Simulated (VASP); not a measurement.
Here is a VASP 6.6.1 calculation.

File INCAR:

```
ALGO = Normal
EDIFF = 1E-6
EDIFFG = -0.005
ENCUT = 600
IBRION = 2
ISIF = 3
ISMEAR = -1
LASPH = True
LCHARG = False
LREAL = False
LWAVE = False
NELM = 60
NSW = 80
PREC = Accurate
SIGMA = 0.02
```

KPOINTS

```
k-points
0
Gamma
  12 12 6
```

Contents of POSCAR:

```
AlN
1.0
    3.1302469296      0.0000000000      0.0000000000
   -1.5651234648      2.7108733611      0.0000000000
    0.0000000000      0.0000000000      5.0179926450
Al N
2 2
Direct
    0.3333333333      0.6666666667     -0.0007707944
    0.6666666667      0.3333333333      0.4992292056
    0.3333333333      0.6666666667      0.3807707944
    0.6666666667      0.3333333333      0.8807707944
```

Potentials or basis: VASP PAW LDA potentials, release 64 (Al, N).

The run is started by

```console
$ cat potpaw_LDA.64/Al/POTCAR potpaw_LDA.64/N/POTCAR > POTCAR
$ mpirun -np 1 vasp_std > vasp.out
```

Q: Estimate the relaxed volume.

A: 10.24 Å³/atom.

Q: What does it give for the band gap on the k mesh?

A: 4.40 eV.

Q: What does it give for the relaxed cell?

A: a = 3.091 Å, b = 3.091 Å, c = 4.948 Å, α = 90.00°, β = 90.00°, γ = 120.00°.

Q: What does it give for the space group after relaxing (to 0.1 Å)?

A: P6_3mc (No. 186).

Step by step:
```
step  energy change (eV)  largest force (eV/Å)  pressure (GPa)  volume (Å³)
   1              0.0000                0.0074           -7.71        42.58
   2             -0.0046                0.0231            8.15        39.50
   3             -0.0404                0.0081           -0.06        40.96
   4             -0.0404                0.0084            0.10        40.93
   5             -0.0405                0.0139           -0.10        40.96
   6             -0.0405                0.0138           -0.10        40.96
   7             -0.0405                0.0010           -0.01        40.94
```

A k mesh can miss the band edges. Zero-point motion and thermal expansion aren't in these numbers.
